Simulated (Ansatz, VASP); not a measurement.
**Two plane-wave programs on Li2S**

```xyz
3
Lattice="0.0000 2.6848 2.6848 2.6848 0.0000 2.6848 2.6848 2.6848 0.0000" Properties=species:S:1:pos:R:3 pbc="T T T"
Li    1.3424    1.3424    1.3424
Li    4.0272    4.0272    4.0272
S     0.0000    0.0000    0.0000
```

Change from the starting cell: hydrostatic strain -5.6%.

Alike in both runs: task single point; functional PBE; k mesh 8 × 8 × 8; occupations fermi-dirac, width 0.02 eV; no spin polarisation.

|  | VASP | Ansatz |
| --- | --- | --- |
| version | VASP 6.6.1 | Ansatz 0.2.0 |
| potentials or method | VASP PAW PBE potentials, release 64 (Li_sv, S) | plane waves, PAW |
| plane-wave cutoff (eV) | 750 | 420 |
| valence electrons in the cell | 12 | 12 |

```csv
,VASP,Ansatz,Ansatz less VASP
gap on the k mesh at the Fermi level (eV),3.22,3.22,+0.002
pressure (GPa),10.4,10.5,+0.13
```

The functional is the same, so the differences come from potentials, cutoffs and numerics.
